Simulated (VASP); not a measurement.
Here is a VASP 6.6.1 calculation.

The input INCAR:

```
SYSTEM = KBr
PREC = Accurate
ENCUT = 520
EDIFF = 1E-8
ISMEAR = -1
SIGMA = 0.05
LREAL = .False.
LASPH = .True.
NELM = 100
ALGO = Normal
ISIF = 2
LWAVE = .False.
LCHARG = .False.
GGA = CA
IBRION = 8
NSW = 1
```

Contents of KPOINTS:

```
Automatic mesh
0
Gamma
  5 5 5
  0 0 0
```

The input POSCAR:

```
KBr
1.0
    0.0000000000      3.3000000000      3.3000000000
    3.3000000000      0.0000000000      3.3000000000
    3.3000000000      3.3000000000      0.0000000000
Br K
1 1
Direct
    0.5000000000      0.5000000000      0.5000000000
    0.0000000000      0.0000000000      0.0000000000
```

Potentials or basis: VASP PAW LDA potentials, release 64 (Br, K_sv).

Command:

```bash
$ cat potpaw_LDA.64/Br/POTCAR potpaw_LDA.64/K_sv/POTCAR > POTCAR
$ mpirun -np 1 vasp_std > vasp.out
```

Task: What does it give for the highest phonon frequency at Γ, LO-TO splitting left out?

Result: 101 cm⁻¹.

Phonon frequencies in cm⁻¹ (negative: imaginary):
```tsv
q point	frequencies
(0.000, 0.000, 0.000)	0 0 0 101 101 101
```

Caveat: the cell stands under pressure or tension, which shifts response properties.
